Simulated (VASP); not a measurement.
# Au (R-3m) in VASP: notebook, part 2 of 2

VASP 6.6.1.

### 3 Single point, PBE

This run uses another cell than the first one, of 17.98 Å³/atom.

File INCAR:

```
PREC = Accurate
ENCUT = 520
EDIFF = 1E-7
ISMEAR = 0
SIGMA = 0.1
LREAL = False
LASPH = True
NELM = 80
ALGO = Fast
ISIF = 2
LWAVE = False
LCHARG = False
GGA = PE
NBANDS = 24
```

File KPOINTS:

```
regular mesh
0
Gamma
  18 18 7
```

File POSCAR:

```
Au
1.0
    2.9512575303      0.0000000000      0.0000000000
   -1.4756287651      2.5558639944      0.0000000000
    0.0000000000      0.0000000000      7.1491942255
Au
3
Direct
    0.0000000000      0.0000000000      0.0000000000
    0.3333333333      0.6666666667      0.3333333333
    0.6666666667      0.3333333333      0.6666666667
```

Potentials or basis: VASP PAW PBE potentials, release 64 (Au).

On the command line:

```sh
cat potpaw_PBE.64/Au/POTCAR > POTCAR
mpirun -np 1 vasp_std > vasp.out
```

OUTCAR:

```text
PREC = Accurate
   ENCUT = 520
   EDIFF = 1E-7
   ISMEAR = 0
   LREAL = False
   LASPH = True
   NELM = 80
   ISIF = 2
   GGA = PE

 ion  position               nearest neighbor table
   1  0.000  0.000  0.000-   2 2.93   3 2.93   3 2.93   2 2.93   3 2.93   2 2.93
   2  0.333  0.667  0.333-   1 2.93   1 2.93   1 2.93   3 2.93   3 2.93   3 2.93
   3  0.667  0.333  0.667-   1 2.93   1 2.93   1 2.93   2 2.93   2 2.93   2 2.93

  LATTYP: Found a hexagonal cell.
 ALAT       =     2.9512575303
 C/A-ratio  =     2.4224230356

  Lattice vectors:

 A1 = (   2.9512575303,   0.0000000000,   0.0000000000)
 A2 = (  -1.4756287651,   2.5558639944,   0.0000000000)
 A3 = (   0.0000000000,   0.0000000000,   7.1491942255)

Analysis of symmetry for initial positions (statically):
=====================================================================
 Subroutine PRICEL returns following result:

  LATTYP: Found a trigonal (rhomboedric) cell.
 ALAT       =     2.9295570602
 COS(alpha) =     0.4925651413

  Lattice vectors:

 A1 = (   1.4756287649,   0.8519546650,  -2.3830647423)
 A2 = (   0.0000000001,  -1.7039093297,  -2.3830647416)
 A3 = (  -1.4756287650,   0.8519546647,  -2.3830647416)

   3 primitive cells build up your supercell.

 Routine SETGRP: Setting up the symmetry group for a
 hexagonal supercell.

 Subroutine GETGRP returns: Found 12 space group operations
 (whereof 12 operations were pure point group operations)
 out of a pool of 24 trial point group operations.

The static configuration has the point symmetry D_3d.

Analysis of symmetry for dynamics (positions and initial velocities):
=====================================================================
 Subroutine PRICEL returns following result:

  LATTYP: Found a trigonal (rhomboedric) cell.
 ALAT       =     2.9295570602
 COS(alpha) =     0.4925651413
[... 130 lines left out ...]
   EFERMI_NEDOS =   21; number of points for ismear=-14 and -15
   IALGO  =     68    algorithm
   IMIX   =      4    mixing-type and parameters
     AMIX     =   0.40;   BMIX     =  1.00
     AMIX_MAG =   1.60;   BMIX_MAG =  1.00
  volume/ion in A,a.u.               =      17.98       121.30
  Fermi-wavevector in a.u.,A,eV,Ry     =   1.389885  2.626502 26.283462  1.931780
  Thomas-Fermi vector in A             =   2.513873
   LORBIT       =      0    0 simple, 1 ext, 2 COOP (PROOUT), +10 PAW based schemes
   GGA     = PE    functional components
   LHFCALC =     F    Hartree Fock is set to
   AEXX    =    0.0000 exact exchange contribution
   IVDW    =     0    specifies the selected vdW correction
   LEPSILON=     F    determine dielectric tensor
   LRPA    =     F    only Hartree local field effects (RPA)
 non-spin polarized calculation
 RMM-DIIS sequential band-by-band and
 Gauss-broadening in eV      SIGMA  =   0.10
  energy-cutoff  :      520.00
  volume of cell :       53.93
 maximum number of plane-waves:      1503
 NGX is ok and might be reduce to    24
   NGX = 11   NGY = 11   NGZ = 27

 number of electron      33.0000003 magnetization

 Free energy of the ion-electron system (eV)
  ---------------------------------------------------
  ext. energy  EPLUGINS =         0.00000000
  ---------------------------------------------------
  free energy    TOTEN  =        -9.66564786 eV

  energy without entropy =       -9.66223003  energy(sigma->0) =       -9.66393895

 E-fermi :   8.6136     XC(G=0): -12.3989

 val. band max:        8.6083963587   @ k =   0.2778   0.1111   0.1429
 cond. band min:       8.6286970379   @ k =   0.3889   0.0556   0.2857
 fundamental gap:      0.0203006792
 Fermi energy:         8.6136171290

 k-point     1 :       0.0000    0.0000    0.0000
  band No.  band energies     occupation
      1      -0.6947      2.00000
      2       1.6589      2.00000
      3       1.6589      2.00000
      4       4.1626      2.00000
      5       4.1626      2.00000
      6       4.2554      2.00000
[... 637 lines left out ...]
     23      19.0692      0.00000
     24      20.6946      0.00000

 [... further k-points ...]

------------------------ aborting loop because EDIFF is reached ----------------------------------------

  FORCE on cell =-STRESS in cart. coord.  units (eV):
  Direction    XX          YY          ZZ          XY          YZ          ZX
  --------------------------------------------------------------------------------------
  -------------------------------------------------------------------------------------
  Total       -0.0843563     -0.0843563     -0.0807034     -0.0000000      0.0000000      0.0000000
  in kB       -2.5062613     -2.5062613     -2.3977323     -0.0000000      0.0000000      0.0000000
  external PRESSURE =      -2.4700850 kB  Pullay stress =       0.0000000 kB

 VOLUME and BASIS-vectors are now :
 -----------------------------------------------------------------------------
  energy-cutoff  :      520.00
  volume of cell :       53.93
      direct lattice vectors                 reciprocal lattice vectors
     2.951257530  0.000000000  0.000000000     0.338838610  0.195628563  0.000000000
    -1.475628765  2.555863994  0.000000000     0.000000000  0.391257126  0.000000000
     0.000000000  0.000000000  7.149194225     0.000000000  0.000000000  0.139875903

 POSITION                                       TOTAL-FORCE (eV/Angst)
 -----------------------------------------------------------------------------------
      0.00000      0.00000      0.00000        -0.000000      0.000000      0.000000
     -0.00000      1.70391      2.38306         0.000000     -0.000000     -0.000000
      1.47563      0.85195      4.76613        -0.000000      0.000000      0.000000
 -----------------------------------------------------------------------------------
    total drift:                               -0.000000      0.000000      0.000000

  FREE ENERGIE OF THE ION-ELECTRON SYSTEM (eV)
  ---------------------------------------------------
  free  energy   TOTEN  =        -9.6656478643 eV

  energy  without entropy=       -9.6622300310  energy(sigma->0) =       -9.66393895
```

Wall time 6.5 min (1 thread of Intel Xeon 8259CL, shared host); peak memory 0.35 GiB.

What came out:

- Free energy: -9.6656 eV
- Pressure: -0.2 GPa
- Band gap on the k mesh: zero (an odd number of electrons rules out a gap without spin polarisation)

Caveat: spin-orbit coupling is left out, which moves the levels of the heavy elements.
